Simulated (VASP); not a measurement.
# Au (Pm-3m) in VASP: settings compared, part 2 of 2

VASP 6.6.1. Earlier steps stand in the parts before.

### Step 5. Single point, PBEsol-based global hybrid

This run uses another cell than the first one, of 19.71 Å³/atom, 0.949 times its volume.

POSCAR

```
Au
1.0
    2.7011670527      0.0000000000      0.0000000000
    0.0000000000      2.7011670527      0.0000000000
    0.0000000000      0.0000000000      2.7011670527
Au
1
Direct
    0.5000000000      0.5000000000      0.5000000000
```

INCAR.step1

```
SYSTEM = Au
  PREC = Accurate
  ENCUT = 520
  EDIFF = 1E-5
  ISMEAR = -1
  SIGMA = 0.05
  LREAL = .FALSE.
  LASPH = .TRUE.
  NELM = 60
  ALGO = Normal
  ISIF = 2
  LWAVE = .TRUE.
  NBANDS = 12
  GGA = PE
```

INCAR.step2

```
SYSTEM = Au
  PREC = Accurate
  ENCUT = 520
  EDIFF = 1E-6
  ISMEAR = -1
  SIGMA = 0.05
  LREAL = .FALSE.
  LASPH = .TRUE.
  NELM = 60
  ALGO = Normal
  ISIF = 2
  LWAVE = .FALSE.
  LCHARG = .TRUE.
  GGA = PS
  LHFCALC = .TRUE.
  AEXX = 0.25
  PRECFOCK = Normal
  LELF = .TRUE.
  LVHAR = .TRUE.
  NBANDS = 12
  ISTART = 1
```

KPOINTS

```
regular mesh
0
G
  5 5 5
  0 0 0
```

Potentials or basis: VASP PAW PBE potentials, release 64 (Au).

Command:

```
cat potpaw_PBE.64/Au/POTCAR > POTCAR
cp INCAR.step1 INCAR
mpirun -np 1 vasp_std > vasp.out
cp INCAR.step2 INCAR
mpirun -np 1 vasp_std > vasp.out
```

OUTCAR:

```text
SYSTEM = Au
   PREC = Accurate
   ENCUT = 520
   EDIFF = 1E-6
   ISMEAR = -1
   LREAL = .FALSE.
   LASPH = .TRUE.
   NELM = 60
   ISIF = 2
   GGA = PS
   LHFCALC = .TRUE.
   AEXX = 0.25
   PRECFOCK = Normal
   ISTART = 1

 ion  position               nearest neighbor table
   1  0.500  0.500  0.500-

  LATTYP: Found a simple cubic cell.
 ALAT       =     2.7011670527

  Lattice vectors:

 A1 = (   2.7011670527,   0.0000000000,   0.0000000000)
 A2 = (   0.0000000000,   2.7011670527,   0.0000000000)
 A3 = (   0.0000000000,   0.0000000000,   2.7011670527)

Analysis of symmetry for initial positions (statically):
=====================================================================
 Subroutine PRICEL returns:
 Original cell was already a primitive cell.

 Routine SETGRP: Setting up the symmetry group for a
 simple cubic supercell.

 Subroutine GETGRP returns: Found 48 space group operations
[... 9 lines left out ...]

 Routine SETGRP: Setting up the symmetry group for a
 simple cubic supercell.

 Subroutine GETGRP returns: Found 48 space group operations
[... 146 lines left out ...]
 Fermi energy:         6.7143431026

 k-point     1 :       0.0000    0.0000    0.0000
  band No.  band energies     occupation
      1      -2.9678      2.00000
      2      -0.9847      2.00000
      3      -0.9847      2.00000
      4       3.7788      2.00000
      5       3.7788      2.00000
      6       3.7788      2.00000
      7      22.1294      0.00000
      8      22.1294      0.00000
      9      22.1294      0.00000
     10      27.1619      0.00000
     11      29.7827      0.00000
     12      29.7827      0.00000
[... 121 lines left out ...]
 k-point    10 :       0.4000    0.4000    0.4000
  band No.  band energies     occupation
      1      -0.1199      2.00000
      2       0.1373      2.00000
      3       0.1373      2.00000
      4       4.4675      2.00000
      5       4.4675      2.00000
      6      12.2519      0.00000
      7      17.3953      0.00000
      8      17.3953      0.00000
      9      18.2658      0.00000
     10      23.5119      0.00000
     11      25.4798      0.00000
     12      25.4798      0.00000

------------------------ aborting loop because EDIFF is reached ----------------------------------------

  FORCE on cell =-STRESS in cart. coord.  units (eV):
  Direction    XX          YY          ZZ          XY          YZ          ZX
  --------------------------------------------------------------------------------------
  -------------------------------------------------------------------------------------
  Total       -0.0242875     -0.0242875     -0.0242875      0.0000000      0.0000000      0.0000000
  in kB       -1.9744150     -1.9744150     -1.9744150      0.0000000      0.0000000      0.0000000
  external PRESSURE =      -1.9744150 kB  Pullay stress =       0.0000000 kB

 VOLUME and BASIS-vectors are now :
 -----------------------------------------------------------------------------
  energy-cutoff  :      520.00
  volume of cell :       19.71
      direct lattice vectors                 reciprocal lattice vectors
     2.701167053  0.000000000  0.000000000     0.370210350  0.000000000  0.000000000
     0.000000000  2.701167053  0.000000000     0.000000000  0.370210350  0.000000000
     0.000000000  0.000000000  2.701167053     0.000000000  0.000000000  0.370210350

 POSITION                                       TOTAL-FORCE (eV/Angst)
 -----------------------------------------------------------------------------------
      1.35058      1.35058      1.35058         0.000000      0.000000      0.000000
 -----------------------------------------------------------------------------------
    total drift:                               -0.000000     -0.000000      0.000000

  FREE ENERGIE OF THE ION-ELECTRON SYSTEM (eV)
  ---------------------------------------------------
  free  energy   TOTEN  =        -3.6580310282 eV

  energy  without entropy=       -3.6476962931  energy(sigma->0) =       -3.65286366
```

OUTCAR.step1:

```text
SYSTEM = Au
   PREC = Accurate
   ENCUT = 520
   EDIFF = 1E-5
   ISMEAR = -1
   LREAL = .FALSE.
[... 350 lines left out ...]
 -----------------------------------------------------------------------------------
      1.35058      1.35058      1.35058         0.000000      0.000000      0.000000
 -----------------------------------------------------------------------------------
    total drift:                               -0.000000      0.000000     -0.000000

  FREE ENERGIE OF THE ION-ELECTRON SYSTEM (eV)
  ---------------------------------------------------
  free  energy   TOTEN  =        -2.8420110224 eV

  energy  without entropy=       -2.8316762584  energy(sigma->0) =       -2.83684364
```

OSZICAR.step1:

```text
N       E                     dE             d eps       ncg     rms          rms(c)
DAV:   1     0.493482836699E+02    0.49348E+02   -0.57075E+03   240   0.820E+02
DAV:   2    -0.240970559972E+01   -0.51758E+02   -0.49289E+02   276   0.181E+02
DAV:   3    -0.309783762284E+01   -0.68813E+00   -0.68786E+00   280   0.203E+01
DAV:   4    -0.310057413476E+01   -0.27365E-02   -0.27365E-02   284   0.145E+00
DAV:   5    -0.310060032068E+01   -0.26186E-04   -0.26185E-04   284   0.140E-01    0.784E+00
DAV:   6    -0.285973476465E+01    0.24087E+00   -0.72487E-01   264   0.647E+00    0.517E+00
DAV:   7    -0.284426236414E+01    0.15472E-01   -0.48576E-02   280   0.170E+00    0.259E+00
DAV:   8    -0.284201485998E+01    0.22475E-02   -0.16225E-03   264   0.336E-01    0.196E-01
DAV:   9    -0.284201102243E+01    0.38375E-05   -0.86215E-06   252   0.231E-02
   1 F= -.28420110E+01 E0= -.28368436E+01  d E =-.103348E-01
```

Wall time 2.8 min (1 thread of Intel Xeon Platinum 8375C at 2.90GHz (Ice Lake), shared host); peak memory 0.13 GiB.

Results:

* Free energy: -3.6580 eV
* Pressure: -0.2 GPa

Caveat: the k points lie up to 0.47 Å⁻¹ apart; the PAW data sets were made with another functional, which shifts forces and pressure a little; spin-orbit coupling is left out, which moves the levels of the heavy elements.

### Step 6. Single point, PBE0

POSCAR

```
Au
1.0
    2.7484100000      0.0000000000      0.0000000000
    0.0000000000      2.7484100000      0.0000000000
    0.0000000000      0.0000000000      2.7484100000
Au
1
Direct
    0.5000000000      0.5000000000      0.5000000000
```

INCAR.step1

```
SYSTEM = Au
PREC = Accurate
ENCUT = 520
EDIFF = 1E-5
ISMEAR = -1
SIGMA = 0.05
LREAL = .FALSE.
LASPH = .TRUE.
NELM = 100
ALGO = Normal
ISIF = 2
LWAVE = .TRUE.
LCHARG = .FALSE.
NBANDS = 12
GGA = PE
```

INCAR.step2

```
SYSTEM = Au
PREC = Accurate
ENCUT = 520
EDIFF = 1E-6
ISMEAR = -1
SIGMA = 0.05
LREAL = .FALSE.
LASPH = .TRUE.
NELM = 100
ALGO = Normal
ISIF = 2
LWAVE = .FALSE.
LCHARG = .FALSE.
GGA = PE
LHFCALC = .TRUE.
AEXX = 0.25
PRECFOCK = Normal
NBANDS = 12
ISTART = 1
```

KPOINTS

```
Automatic mesh
0
G
  5 5 5
  0 0 0
```

Potentials or basis: VASP PAW PBE potentials, release 64 (Au).

Command:

```
cat potpaw_PBE.64/Au/POTCAR > POTCAR
cp INCAR.step1 INCAR
mpirun -np 1 vasp_std > vasp.out
cp INCAR.step2 INCAR
mpirun -np 1 vasp_std > vasp.out
```

Wall time 3 min (1 thread of Intel Xeon Platinum 8375C at 2.90GHz (Ice Lake), shared host); peak memory 0.13 GiB.

The run converged. Its results:

| Quantity | Value |
| --- | --- |
| Free energy | -3.2054 eV |
| Pressure | -1.4 GPa |

Levels at points of the mesh, in eV from the Fermi level:
```
           k point  band 3  band 4  band 5  band 6  band 7  band 8  band 9  band 10
(0.00, 0.00, 0.00)   -7.33   -2.98   -2.98   -2.98   15.13   15.13   15.13    19.87
```

Caveat: the k points lie up to 0.46 Å⁻¹ apart; the PAW data sets were made with another functional, which shifts forces and pressure a little; spin-orbit coupling is left out, which moves the levels of the heavy elements.

### Step 7. Summary

```tsv
task	level	potentials or basis	cell	k mesh	cutoff (eV)	second run	grid for exact exchange (PRECFOCK)	share of exact exchange	gap on the mesh (eV)	pressure (GPa)	relaxed volume (Å³/atom)
relaxation of cell and atoms	PBE+D3(BJ)	VASP PAW PBE potentials, release 64 (Au)	relaxed from a = 2.748 Å, 1 atom	10 × 10 × 10	600	-	-	-	none	0.0	19.98
single point	LDA	VASP PAW LDA potentials, release 64 (Au_sv_GW)	a = 2.666 Å, 1 atom	10 × 10 × 10	500	valence_matched	-	-	none	-0.8	-
relaxation of cell and atoms	BLYP	VASP PAW PBE potentials, release 64 (Au_sv_GW)	relaxed from a = 2.748 Å, 1 atom	10 × 10 × 10	500	valence_matched	-	-	none	0.0	21.97
single point	PBEsol-based global hybrid	VASP PAW PBE potentials, release 64 (Au)	a = 2.701 Å, 1 atom	5 × 5 × 5	520	-	Normal	0.25	none	-0.2	-
single point	PBE0	VASP PAW PBE potentials, release 64 (Au)	a = 2.748 Å, 1 atom	5 × 5 × 5	520	-	Normal	-	none	-1.4	-
```

Alike in all rows: no spin polarisation; smearing fermi-dirac 0.05 eV.

Caveats: some runs use coarse meshes; spin-orbit coupling is left out, which moves the levels of the heavy elements; the PAW data sets were made with another functional, which shifts forces and pressure a little (some runs); pairwise dispersion overbinds metals, which lowers pressure and volume (some runs).

Absolute energies hang on the potentials; compare differences alone.
